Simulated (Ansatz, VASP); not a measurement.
## C in VASP and in Ansatz

```
C
1.0
     1.71386    0.00000    0.00000
    -0.85693    1.48424    0.00000
     0.00000    0.00000    6.86900
C
2
Direct
  0.33333 0.66667 0.25000
  0.66667 0.33333 0.75000
```

Alike in both runs: functional r2SCAN; k mesh 17 × 17 × 9; occupations fermi-dirac, width 0.1 eV; no spin polarisation.

Ansatz relaxed the structure, and its values are those at the end. VASP's run is a single point on that final structure, the one shown.

|  | VASP | Ansatz |
| --- | --- | --- |
| version | VASP 6.6.1 | Ansatz 0.2.0 |
| potentials or method | VASP PAW PBE potentials, release 64 (C), cutoff 660 eV | plane waves (500 eV) with PAW, scalar-relativistic |
| valence electrons in the cell | 8 | 8 |

```tsv
	VASP	Ansatz	Ansatz less VASP
pressure (GPa)	-0.1	0.0	+0.14
```

VASP's potentials were made for PBE, not for r2SCAN.
